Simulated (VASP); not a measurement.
Runs of VASP 6.6.1 on SnO2. The structure is that of space group I4_1/amd (No. 141), or close to it. The cells are those of the table. 

```csv
cell,smearing,gap on the mesh (eV),pressure (GPa),largest force (eV/Å)
"a = 5.548 Å, angles 138.9, 138.9, 59.5°, 6 atoms",gaussian 0.02 eV,2.56,(b),0.05
"a = 5.435 Å, angles 138.2, 138.2, 60.7°, 6 atoms",gaussian 0.02 eV,(a),26.6,0.06
"a = 5.648 Å, angles 139.4, 139.4, 58.7°, 6 atoms",gaussian 0.02 eV,2.31,12.4,0.05
"a = 5.814 Å, angles 140.0, 140.0, 57.8°, 6 atoms",gaussian 0.02 eV,1.77,0.9,0.04
"a = 5.814 Å, angles 140.0, 140.0, 57.8°, 6 atoms",gaussian 0.05 eV,1.77,0.9,0.04
```

Alike in all rows: task single point; level LDA; potentials or basis VASP PAW LDA potentials, release 64 (Sn_d, O); no spin polarisation; k mesh 10 × 10 × 10; cutoff (eV) 520.

Question: Estimate the missing entries.

Answer: (a) 2.80; (b) 19.3.

Caveats: spin-orbit coupling is left out, which moves the levels of the heavy elements.

A k mesh can miss the band edges, and the runs leave out spin-orbit coupling on Sn.
